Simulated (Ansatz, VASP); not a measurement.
## One calculation of CdTe2Pb3, two programs

```xyz
6
Lattice="4.6083 0.0000 0.0000 0.0000 4.6083 0.0000 0.0000 0.0000 9.2290" Properties=species:S:1:pos:R:3 pbc="T T T"
Cd    2.3042    2.3042    0.0000
Te    2.3042    0.0000    2.9780
Te    0.0000    2.3042    6.2511
Pb    0.0000    0.0000    0.0000
Pb    2.3042    0.0000    6.2297
Pb    0.0000    2.3042    2.9993
```

Change from the starting cell: species swapped into the Mn3CoAs2 type (P-4m2, No. 115).

Alike in both runs: functional PBE; k mesh 8 × 8 × 4; occupations gaussian, width 0.1 eV; no spin polarisation.

Ansatz relaxed the structure, and its values are those at the end. VASP's run is a single point on that final structure, the one shown.

```csv
,VASP,Ansatz
version,VASP 6.6.1,Ansatz 0.2.0
potentials or method,"VASP PAW PBE potentials, release 64 (Cd, Te, Pb_d), cutoff 520 eV","scalar-relativistic, plane waves, PAW"
valence electrons in the cell,66,94
```

|  | VASP | Ansatz | Ansatz less VASP |
| --- | --- | --- | --- |
| gap on the k mesh at the Fermi level (eV) | none | none | - |
| pressure (GPa) | 0.0 | 0.0 | +0.02 |

A gap of «none» marks a metal or a gap that the smearing closes. The functional is the same, so the differences come from potentials, cutoffs and numerics. VASP's potentials hold 66 valence electrons a cell and Ansatz's 94, so a difference there can come from the potentials and not from the codes.

Spin-orbit coupling is off throughout.
